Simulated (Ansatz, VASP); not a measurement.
Hg in VASP and in Ansatz

```
Hg
1.0
     2.55756    0.00000    0.00000
    -1.27878    2.21491    0.00000
     0.00000    0.00000    4.18193
Hg
2
Direct
  0.33333 0.66667 0.25000
  0.66667 0.33333 0.75000
```

Change from the starting cell: volume scaled by 0.5, LAPW.

Alike in both runs: task single point; functional PBEsol; k mesh 15 × 15 × 8; occupations fermi-dirac, width 0.08 eV; no spin polarisation.

```csv
,VASP,Ansatz
version,VASP 6.6.1,Ansatz 0.2.0
potentials or method,"VASP PAW PBE potentials, release 64 (Hg), cutoff 520 eV","all-electron LAPW, scalar-relativistic"
```

```csv
,VASP,Ansatz,Ansatz less VASP
pressure (GPa),264.5,250.0,-14.55
```

VASP's potentials were made for PBE, not for PBEsol. Both programs put the cell under a high pressure, so it lies far from rest at this level. Ansatz ran all-electron here, and VASP with PAW potentials.

Neither program's run includes spin-orbit coupling. Noted on VASP's run: the cell as given lies far from equilibrium.
